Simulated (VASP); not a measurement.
Runs of VASP 6.6.1 on AlN. The structure is that of space group F-43m (No. 216), or close to it. The cells are those of the table. 

```tsv
cell	smearing	gap on the mesh (eV)	pressure (GPa)
a = 3.121 Å, angles 60.0°, 2 atoms	gaussian 0.02 eV	(a)	(b)
a = 2.994 Å, angles 60.0°, 2 atoms	gaussian 0.02 eV	4.00	23.5
a = 3.151 Å, angles 60.0°, 2 atoms	gaussian 0.02 eV	3.89	-11.3
a = 3.090 Å, angles 60.0°, 2 atoms	gaussian 0.02 eV	3.93	-0.4
a = 3.090 Å, angles 60.0°, 2 atoms	gaussian 0.05 eV	3.93	-0.4
a = 3.027 Å, angles 60.0°, 2 atoms	gaussian 0.02 eV	3.98	(c)
```

Alike in all rows: task single point; level r2SCAN; potentials or basis VASP PAW PBE potentials, release 64 (Al, N); no spin polarisation; k mesh 10 × 10 × 10; cutoff (eV) 520.

Task: Estimate the missing entries.

Result: (a) 3.91; (b) -6.3; (c) 14.3.

Caveats: the PAW data sets were made with another functional, which shifts forces and pressure a little.

A k mesh can miss the band edges.
